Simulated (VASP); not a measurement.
Wanted: the native input for a VASP 6.6.1 run.

```
Task                   : relaxation of cell and atoms
Functional             : PBE
Potentials or basis    : VASP PAW PBE potentials, release 64 (V_sv, H)
Cutoff                 : 600 eV
k mesh                 : 6 × 6 × 6
Occupations            : gaussian, width 0.1 eV
Spin                   : collinear spin, ferromagnetic start
Starting moments       : [3.36, 0.0, 0.0, 0.0, 0.0, 0.0, 0.0] μB
Dipole correction      : no
Further INCAR settings : ALGO = Normal; EDIFF = 1e-07; IBRION = 2; EDIFFG = -0.04; NSW = 90; ISIF = 3
```

The structure of VH6 lies in POSCAR:

```
VH6
1.0
    3.6187228015      0.0000000000      0.0000000000
    0.0000000000      3.6187228015      0.0000000000
    0.0000000000      0.0000000000      3.6187228015
V H
1 6
Direct
    0.0000000000      0.0000000000      0.0000000000
    0.5000000000      0.5000000000      0.1148413199
    0.5000000000      0.5000000000      0.8851586801
    0.1148413199      0.5000000000      0.5000000000
    0.8851586801      0.5000000000      0.5000000000
    0.5000000000      0.1148413199      0.5000000000
    0.5000000000      0.8851586801      0.5000000000
```

The cell was generated, and may not be a known phase.

The input as run:

INCAR

```
SYSTEM = VH6
PREC = Accurate
ENCUT = 600
EDIFF = 1E-7
ISMEAR = 0
SIGMA = 0.1
LREAL = .False.
LASPH = .True.
NELM = 150
ALGO = Normal
ISIF = 3
LWAVE = .False.
LCHARG = .False.
ISPIN = 2
MAGMOM = 3.36 0 0 0 0 0 0
LORBIT = 11
LMAXMIX = 4
GGA = PE
IBRION = 2
NSW = 90
EDIFFG = -0.04
```

KPOINTS

```
Automatic mesh
0
Gamma
  6 6 6
  0 0 0
```

Potentials or basis: VASP PAW PBE potentials, release 64 (V_sv, H).

Launch:

```bash
$ cat potpaw_PBE.64/V_sv/POTCAR potpaw_PBE.64/H/POTCAR > POTCAR
$ mpirun -np 1 vasp_std > vasp.out
```

It gave:

* Relaxed volume: 6.77 Å³/atom
* Relaxed cell: a = 3.618 Å, b = 3.618 Å, c = 3.618 Å, α = 90.00°, β = 90.00°, γ = 90.00°
* Space group after relaxing (to 0.1 Å): Pm-3m (No. 221)
* Energy gained by relaxing: 0.2 meV/atom
* Ionic steps: 3
* Pressure after relaxing: 0.6 GPa
* Net moment: 4.12 μB per cell
* Site moments: V +3.19; H +0.01 μB
* Valence electrons inside the program's atomic spheres: V 11.39; H 0.59

Run time: 4.2 min on 1 thread of Intel Xeon 8259CL, on a shared host, peak memory 0.2 GiB.
